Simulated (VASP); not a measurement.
# HC4 in VASP: further runs

HC4 is run at these levels: PBE+D3(BJ); tasks: single point.

Everything below comes from runs of VASP 6.6.1. Logs are shortened: lines on timing, memory, paths and dates and some standing lists are left out, and cuts for length are marked.

### 1 The cell of the first run

The cell holds a slab with vacuum, 10 atoms: a = 4.931 Å, b = 4.931 Å, c = 18.000 Å, α = 90.00°, β = 90.00°, γ = 120.00°.

### 2 Single point, PBE+D3(BJ)

INCAR reads:

```
SYSTEM = HC4
PREC = Accurate
ENCUT = 520
EDIFF = 1E-7
ISMEAR = 0
SIGMA = 0.1
LREAL = .FALSE.
LASPH = .TRUE.
NELM = 100
ALGO = Normal
ISIF = 2
LWAVE = .FALSE.
LCHARG = .FALSE.
LDIPOL = .TRUE.
IDIPOL = 3
DIPOL = 0.5 0.5 0.231
GGA = PE
IVDW = 12
NBANDS = 28
```

KPOINTS reads:

```
regular mesh
0
G
  6 6 1
  0 0 0
```

POSCAR reads:

```
HC4
1.0
    4.9313048819      0.0000000000      0.0000000000
   -2.4656524409      4.2706353015      0.0000000000
    0.0000000000      0.0000000000     18.0000331942
C H
8 2
Direct
    0.3333333333      0.1666666667      0.2222236565
    0.3333333333      0.6666666667      0.2222236565
    0.8333333333      0.1666666667      0.2222236565
    0.8333333333      0.6666666667      0.2222236565
    0.1666666667      0.3333333333      0.2222218124
    0.1666666667      0.8333333333      0.2222218124
    0.6666666667      0.3333333333      0.2222218124
    0.6666666667      0.8333333333      0.2222218124
    0.1067198858      0.1666666667      0.2650013554
    0.5599467808      0.1666666667      0.2650013554
```

Potentials or basis: VASP PAW PBE potentials, release 64 (C, H).

Launch:

```console
$ cat potpaw_PBE.64/C/POTCAR potpaw_PBE.64/H/POTCAR > POTCAR
$ mpirun -np 1 vasp_std > vasp.out
```

OUTCAR:

```text
SYSTEM = HC4
   PREC = Accurate
   ENCUT = 520
   EDIFF = 1E-7
   ISMEAR = 0
   LREAL = .FALSE.
   LASPH = .TRUE.
   NELM = 100
   ISIF = 2
   GGA = PE
   IVDW = 12
 IVDW          = 12

 ion  position               nearest neighbor table
   1  0.333  0.167  0.222-   9 1.36  10 1.36   5 1.42   6 1.42   7 1.42
   2  0.333  0.667  0.222-   6 1.42   5 1.42   8 1.42
   3  0.833  0.167  0.222-   7 1.42   8 1.42   5 1.42
   4  0.833  0.667  0.222-   8 1.42   7 1.42   6 1.42
   5  0.167  0.333  0.222-   9 1.05   1 1.42   2 1.42   3 1.42
   6  0.167  0.833  0.222-   2 1.42   1 1.42   4 1.42
   7  0.667  0.333  0.222-  10 1.05   3 1.42   4 1.42   1 1.42
   8  0.667  0.833  0.222-   4 1.42   3 1.42   2 1.42
   9  0.107  0.167  0.265-   5 1.05   1 1.36
  10  0.560  0.167  0.265-   7 1.05   1 1.36

  LATTYP: Found a hexagonal cell.
 ALAT       =     4.9313048819
 C/A-ratio  =     3.6501562214

  Lattice vectors:

 A1 = (   4.9313048819,   0.0000000000,   0.0000000000)
 A2 = (  -2.4656524409,   4.2706353015,   0.0000000000)
 A3 = (   0.0000000000,   0.0000000000,  18.0000331942)

Analysis of symmetry for initial positions (statically):
=====================================================================
 Subroutine PRICEL returns:
 Original cell was already a primitive cell.

 Routine SETGRP: Setting up the symmetry group for a
 hexagonal supercell.

 Subroutine GETGRP returns: Found  2 space group operations
 (whereof  1 operations were pure point group operations)
 out of a pool of 24 trial point group operations.

The static configuration has the point symmetry C_1 .
 The point group associated with its full space group is C_1h.

Analysis of symmetry for dynamics (positions and initial velocities):
=====================================================================
 Subroutine PRICEL returns:
 Original cell was already a primitive cell.

 Routine SETGRP: Setting up the symmetry group for a
 hexagonal supercell.

 Subroutine GETGRP returns: Found  2 space group operations
 (whereof  1 operations were pure point group operations)
 out of a pool of 24 trial point group operations.

The dynamic configuration has the point symmetry C_1 .
 The point group associated with its full space group is C_1h.

 Subroutine INISYM returns: Found  2 space group operations
 (whereof  1 operations are pure point group operations),
 and found     1 'primitive' translations

----------------------------------------------------------------------------------------

                                     Primitive cell

  volume of cell :     379.0772

  direct lattice vectors                    reciprocal lattice vectors
     4.931304882  0.000000000  0.000000000     0.202786083  0.117078599  0.000000000
    -2.465652441  4.270635301  0.000000000     0.000000000  0.234157199  0.000000000
     0.000000000  0.000000000 18.000033194     0.000000000  0.000000000  0.055555453

  length of vectors
     4.931304882  4.931304882 18.000033194     0.234157199  0.234157199  0.055555453

  position of ions in fractional coordinates (direct lattice)
     0.333333333  0.166666667  0.222223656
     0.333333333  0.666666667  0.222223656
     0.833333333  0.166666667  0.222223656
     0.833333333  0.666666667  0.222223656
     0.166666667  0.333333333  0.222221812
     0.166666667  0.833333333  0.222221812
     0.666666667  0.333333333  0.222221812
     0.666666667  0.833333333  0.222221812
     0.106719886  0.166666667  0.265001355
     0.559946781  0.166666667  0.265001355

  ion indices of the primitive-cell ions
   primitive index   ion index
                 1           1
                 2           2
                 3           3
                 4           4
                 5           5
                 6           6
                 7           7
                 8           8
                 9           9
                10          10

----------------------------------------------------------------------------------------

 KPOINTS: regular mesh

Automatic generation of k-mesh.
 Grid dimensions read from file:
 generate k-points for:    6    6    1

 Generating k-lattice:

  Cartesian coordinates                     Fractional coordinates (reciprocal lattice)
     0.033797680  0.019513100  0.000000000     0.166666667  0.000000000  0.000000000
     0.000000000  0.039026200  0.000000000     0.000000000  0.166666667  0.000000000
     0.000000000  0.000000000  0.055555453     0.000000000  0.000000000  1.000000000

  Length of vectors
     0.039026200  0.039026200  0.055555453

  Shift w.r.t. Gamma in fractional coordinates (k-lattice)
     0.000000000  0.000000000  0.000000000

 Subroutine IBZKPT returns following result:
 ===========================================

 Found     13 irreducible k-points:

 Following reciprocal coordinates:
            Coordinates               Weight
  0.000000  0.000000  0.000000      1.000000
  0.166667  0.000000  0.000000      4.000000
  0.000000  0.166667  0.000000      2.000000
  0.333333  0.000000  0.000000      4.000000
  0.000000  0.333333  0.000000      2.000000
  0.500000  0.000000  0.000000      2.000000
  0.000000  0.500000  0.000000      1.000000
  0.166667  0.166667  0.000000      4.000000
 -0.333333  0.166667  0.000000      2.000000
  0.333333  0.166667  0.000000      4.000000
 -0.166667  0.500000  0.000000      4.000000
  0.500000  0.333333  0.000000      4.000000
  0.333333  0.333333  0.000000      2.000000
   k-points           NKPTS =     13   k-points in BZ     NKDIM =     13   number of bands    NBANDS=     28
   number of dos      NEDOS =    301   number of ions     NIONS =     10
   total plane-waves  NPLWV = 224000
   dimension x,y,z NGX =    40 NGY =   40 NGZ =  140
   dimension x,y,z NGXF=    80 NGYF=   80 NGZF=  280
   ions per type =               8   2
   NGX,Y,Z   is equivalent  to a cutoff of  13.48, 13.48, 12.93 a.u.
   NGXF,Y,Z  is equivalent  to a cutoff of  26.97, 26.97, 25.86 a.u.
 SYSTEM =  HC4
   PREC   = accura    normal or accurate (medium, high low for compatibility)
   ISTART =      0    job   : 0-new  1-cont  2-samecut
   ICHARG =      2    charge: 1-file 2-atom 10-const
   ISPIN  =      1    spin polarized calculation?
   LNONCOLLINEAR =      F non collinear calculations
   LSORBIT =      F    spin-orbit coupling
   LASPH  =      T    aspherical Exc in radial PAW
   ENCUT  =  520.0 eV  38.22 Ry    6.18 a.u.   9.17  9.17 33.47*2*pi/ulx,y,z
   NELM   =    100;   NELMIN=  2; NELMDL= -5     # of ELM steps
   EDIFF  = 0.1E-06   stopping-criterion for ELM
   LREAL  =      F    real-space projection
   EDIFFG = 0.1E-05   stopping-criterion for IOM
   NSW    =      0    number of steps for IOM
   IBRION =     -1    ionic relax: 0-MD 1-quasi-New 2-CG
   NFREE  =      0    steps in history (QN), initial steepest desc. (CG)
   ISIF   =      2    stress and relaxation
   ISYM   =      2    0-nonsym 1-usesym 2-fastsym
   POTIM  = 0.5000    time-step for ionic-motion
   TEBEG  =    0.0;   TEEND  =   0.0 temperature during run
   PSTRESS=    0.0 pullay stress
   NELECT =      34.0000    total number of electrons
   NUPDOWN=      -1.0000    fix difference up-down
   EMIN   =  10.00;   EMAX   =-10.00  energy-range for DOS
   EFERMI =   0.00;   METHOD = LEGACY
   ISMEAR =     0;   SIGMA  =   0.10  broadening in eV -4-tet -1-fermi 0-gaus
   EFERMI_NEDOS =   21; number of points for ismear=-14 and -15
   IALGO  =     38    algorithm
   IMIX   =      4    mixing-type and parameters
     AMIX     =   0.40;   BMIX     =  1.00
     AMIX_MAG =   1.60;   BMIX_MAG =  1.00
  volume/ion in A,a.u.               =      37.91       255.81
  Fermi-wavevector in a.u.,A,eV,Ry     =   0.732811  1.384812  7.306489  0.537012
  Thomas-Fermi vector in A             =   1.825366
   LORBIT       =      0    0 simple, 1 ext, 2 COOP (PROOUT), +10 PAW based schemes
   GGA     = PE    functional components
   LHFCALC =     F    Hartree Fock is set to
   AEXX    =    0.0000 exact exchange contribution
   IVDW    =    12    specifies the selected vdW correction
   LEPSILON=     F    determine dielectric tensor
   LRPA    =     F    only Hartree local field effects (RPA)
 non-spin polarized calculation
 Gauss-broadening in eV      SIGMA  =   0.10
  energy-cutoff  :      520.00
  volume of cell :      379.08
 maximum number of plane-waves:     10258
 NGX is ok and might be reduce to    40
   NGX = 19   NGY = 19   NGZ = 67

 dipolmoment           0.000000      0.000000      0.000006 electrons x Angstroem

 number of electron      33.9999998 magnetization

 dipolmoment           0.000000      0.000000     -0.139781 electrons x Angstroem

 Free energy of the ion-electron system (eV)
  ---------------------------------------------------
  ext. energy  EPLUGINS =         0.00000000
  ---------------------------------------------------
  free energy    TOTEN  =       -73.13999882 eV

  energy without entropy =      -73.13165245  energy(sigma->0) =      -73.13582563

 E-fermi :  -0.9285     XC(G=0):  -2.4911

 val. band max:       -0.9449091939   @ k =   0.0000   0.0000   0.0000
 cond. band min:      -0.9015935821   @ k =   0.0000   0.5000   0.0000
 fundamental gap:      0.0433156118
 Fermi energy:        -0.9285406942

 k-point     1 :       0.0000    0.0000    0.0000
  band No.  band energies     occupation
      1     -23.3799      2.00000
      2     -19.3233      2.00000
      3     -17.8913      2.00000
      4     -17.2113      2.00000
      5     -16.0348      2.00000
      6     -15.9512      2.00000
[... 20 lines left out ...]
     27       4.6735      0.00000
     28       5.5745      0.00000

 k-point     2 :       0.1667    0.0000    0.0000
  band No.  band energies     occupation
      1     -23.2319      2.00000
      2     -19.9838      2.00000
      3     -17.9834      2.00000
      4     -17.2686      2.00000
      5     -16.3204      2.00000
      6     -15.4380      2.00000
[... 20 lines left out ...]
     27       5.1092      0.00000
     28       5.4694      0.00000

 k-point     3 :       0.0000    0.1667    0.0000
  band No.  band energies     occupation
      1     -23.2692      2.00000
      2     -19.4339      2.00000
      3     -18.7039      2.00000
      4     -17.5836      2.00000
      5     -15.7028      2.00000
      6     -15.2075      2.00000
[... 20 lines left out ...]
     27       5.3952      0.00000
     28       5.5563      0.00000

 k-point     4 :       0.3333    0.0000    0.0000
  band No.  band energies     occupation
      1     -22.8018      2.00000
      2     -21.0276      2.00000
      3     -18.2109      2.00000
      4     -17.8953      2.00000
      5     -15.1195      2.00000
      6     -14.3791      2.00000
[... 237 lines left out ...]
     27       4.7680      0.00000
     28       4.8835      0.00000

 k-point    12 :       0.5000    0.3333    0.0000
  band No.  band energies     occupation
      1     -22.3664      2.00000
      2     -21.6277      2.00000
      3     -19.0193      2.00000
      4     -17.1189      2.00000
      5     -14.8061      2.00000
      6     -13.6505      2.00000
[... 20 lines left out ...]
     27       4.7739      0.00000
     28       4.8492      0.00000

 k-point    13 :       0.3333    0.3333    0.0000
  band No.  band energies     occupation
      1     -22.3917      2.00000
      2     -21.3453      2.00000
      3     -19.7399      2.00000
      4     -16.3938      2.00000
      5     -15.3004      2.00000
      6     -13.8773      2.00000
[... 20 lines left out ...]
     27       4.6089      0.00000
     28       4.6174      0.00000

------------------------ aborting loop because EDIFF is reached ----------------------------------------

 vacuum level on the upper side and lower side of the slab       (xc-potential included)        -0.593         0.573

 Edisp (eV)   -0.76696

 E8    (eV) :    -0.2307

  FORCE on cell =-STRESS in cart. coord.  units (eV):
  Direction    XX          YY          ZZ          XY          YZ          ZX
  --------------------------------------------------------------------------------------
  -------------------------------------------------------------------------------------
  Total      12.59432     9.20728     8.77624     0.00000    -1.24621    -0.00000
  in kB      53.23014    38.91477    37.09296     0.00000    -5.26712    -0.00000
  external pressure =       43.08 kB  Pullay stress =        0.00 kB

 VOLUME and BASIS-vectors are now :
 -----------------------------------------------------------------------------
  energy-cutoff  :      520.00
  volume of cell :      379.08
      direct lattice vectors                 reciprocal lattice vectors
     4.931304882  0.000000000  0.000000000     0.202786083  0.117078599  0.000000000
    -2.465652441  4.270635301  0.000000000     0.000000000  0.234157199  0.000000000
     0.000000000  0.000000000 18.000033194     0.000000000  0.000000000  0.055555453

 POSITION                                       TOTAL-FORCE (eV/Angst)
 -----------------------------------------------------------------------------------
      1.23283      0.71177      4.00003        -0.000000     -2.474683     -3.813988
     -0.00000      2.84709      4.00003        -0.024026      1.621931      0.495573
      3.69848      0.71177      4.00003        -0.000000     -2.207551     -2.873141
      2.46565      2.84709      4.00003         0.024026      1.621931      0.495573
      0.00000      1.42355      4.00000        -1.005547      2.507930     -2.467912
     -1.23283      3.55886      4.00000        -0.000000     -1.508960     -0.556531
      2.46565      1.42355      4.00000         1.005547      2.507930     -2.467912
      1.23283      3.55886      4.00000        -0.000000     -0.444787     -0.315051
      0.11533      0.71177      4.77003         0.208943     -0.811871      5.751695
      2.35033      0.71177      4.77003        -0.208943     -0.811871      5.751695
 -----------------------------------------------------------------------------------
    total drift:                               -0.000001      0.000066      0.000587

  FREE ENERGIE OF THE ION-ELECTRON SYSTEM (eV)
  ---------------------------------------------------
  free  energy   TOTEN  =       -73.9069559415 eV

  energy  without entropy=      -73.8986095781  energy(sigma->0) =      -73.90278276

 vacuum level on the upper side and lower side of the slab         1.109         2.312
```

Run time: 3.7 min. Hardware: 1 thread of Intel Xeon Platinum 8488C (Sapphire Rapids), shared host; peak memory 0.56 GiB.

Results:

- Free energy: -73.9070 eV
- Largest force: 5.812 eV/Å
- Band gap on the k mesh: zero (bands 17 and 18 overlap by 0.63 eV)
- Dispersion energy per atom: -0.077 eV

Forces in eV/Å, atoms in the order of the input:
```
C    0.000 -2.475 -3.814
C   -0.024  1.622  0.496
C    0.000 -2.208 -2.873
C    0.024  1.622  0.496
C   -1.006  2.508 -2.468
C    0.000 -1.509 -0.557
C    1.006  2.508 -2.468
C    0.000 -0.445 -0.315
H    0.209 -0.812  5.752
H   -0.209 -0.812  5.752
```

### 3 Single point, PBE+D3(BJ)

INCAR reads:

```
PREC = Accurate
ENCUT = 520
EDIFF = 1E-6
ISMEAR = 0
SIGMA = 0.1
LREAL = F
LASPH = T
NELM = 100
ALGO = Normal
ISIF = 2
LWAVE = F
LCHARG = F
LDIPOL = T
IDIPOL = 3
DIPOL = 0.5 0.5 0.238
GGA = PE
IVDW = 12
NBANDS = 28
```

KPOINTS reads:

```
regular mesh
0
Gamma
  6 6 1
```

Edit POSCAR of step 2 so:

```diff
@@ -16,3 +16,3 @@
     0.6666666667      0.8333333333      0.2222218124
-    0.1067198858      0.1666666667      0.2650013554
-    0.5599467808      0.1666666667      0.2650013554
+    0.1067198858      0.1666666667      0.3005568454
+    0.5599467808      0.1666666667      0.3005568454
```

Potentials or basis: VASP PAW PBE potentials, release 64 (C, H).

Launch:

```console
$ cat potpaw_PBE.64/C/POTCAR potpaw_PBE.64/H/POTCAR > POTCAR
$ mpirun -np 1 vasp_std > vasp.out
```

Run time: 3 min. Hardware: 1 thread of Intel Xeon Platinum 8488C (Sapphire Rapids), shared host; peak memory 0.56 GiB.

It converged, with:

| Item | Value |
| --- | --- |
| Free energy | -75.5599 eV |
| Largest force | 1.376 eV/Å |
| Band gap on the k mesh | zero (bands 17 and 18 overlap by 0.78 eV) |
| Dispersion energy per atom | -0.090 eV |

Forces on the atoms (eV/Å):
```
C    0.000 -0.926 -0.454
C   -0.096  1.359 -0.195
C    0.000 -0.737 -1.100
C    0.096  1.359 -0.195
C   -0.402 -0.309  1.176
C    0.000 -1.219 -0.497
C    0.402 -0.309  1.176
C    0.000 -0.559 -0.047
H    0.157  0.671  0.069
H   -0.157  0.671  0.069
```

Levels at points of the mesh, in eV from the Fermi level:
```csv
k point,band 13,band 14,band 15,band 16,band 17,band 18,band 19,band 20,band 21,band 22
"(0.00, 0.00, 0.00)",-4.00,-3.75,-3.71,-3.28,-0.97,-0.41,0.87,0.95,3.29,4.08
"(0.50, 0.00, 0.00)",-5.86,-5.76,-4.00,-3.87,0.37,0.56,2.03,2.23,5.21,5.23
"(0.00, 0.50, 0.00)",-6.18,-5.45,-4.65,-3.70,-0.01,0.37,1.98,3.43,4.56,5.24
```
